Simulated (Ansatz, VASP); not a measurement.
ScIn3Rh: VASP beside Ansatz

```
Sc In Rh
1.0
     4.92510    0.00000    0.00000
     0.00000    4.92510    0.00000
     0.00000    0.00000    4.92510
Sc In Rh
1 3 1
Direct
  0.50000 0.50000 0.50000
  0.50000 0.00000 0.00000
  0.00000 0.50000 0.00000
  0.00000 0.00000 0.50000
  0.00000 0.00000 0.00000
```

Alike in both runs: task single point; functional PBE; k mesh 4 × 4 × 4; occupations gaussian, width 0.1 eV; no spin polarisation.

|  | VASP | Ansatz |
| --- | --- | --- |
| version | VASP 6.6.1 | Ansatz 0.2.0 |
| potentials or method | VASP PAW PBE potentials, release 64 (Sc_sv, In_d, Rh_pv), cutoff 500 eV | scalar-relativistic, plane waves, PAW |
| valence electrons in the cell | 65 | 67 |

```tsv
	VASP	Ansatz	Ansatz less VASP
gap on the k mesh at the Fermi level (eV)	none	none	-
pressure (GPa)	6.2	6.2	-0.09
```

A gap of «none» marks a metal or a gap that the smearing closes. With one functional, cell and mesh, what is left measures potentials, basis and numerics. VASP's potentials hold 65 valence electrons a cell and Ansatz's 67, so a difference there can come from the potentials and not from the codes.
